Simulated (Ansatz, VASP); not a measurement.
# KBr: VASP beside Ansatz

```
Br K
1.0
     0.00000    3.30000    3.30000
     3.30000    0.00000    3.30000
     3.30000    3.30000    0.00000
Br K
1 1
Direct
  0.50000 0.50000 0.50000
  0.00000 0.00000 0.00000
```

Alike in both runs: functional PBE0; k mesh 4 × 4 × 4; occupations fermi-dirac, width 0.05 eV; no spin polarisation.

|  | VASP | Ansatz |
| --- | --- | --- |
| version | VASP 6.6.1 | Ansatz 0.2.0 |
| potentials or method | VASP PAW PBE potentials, release 64 (Br, K_sv) | Ansatz PAW |
| plane-wave cutoff (eV) | 520 | 420 |
| valence electrons in the cell | 16 | 16 |
| task | single point | band structure |

|  | VASP | Ansatz | Ansatz less VASP |
| --- | --- | --- | --- |
| gap on the k mesh at the Fermi level (eV) | 6.33 | 6.32 | -0.013 |
| least direct gap on the mesh (eV) | 6.33 | 6.32 | -0.013 |
| pressure (GPa) | 0.4 | 0.4 | +0.01 |
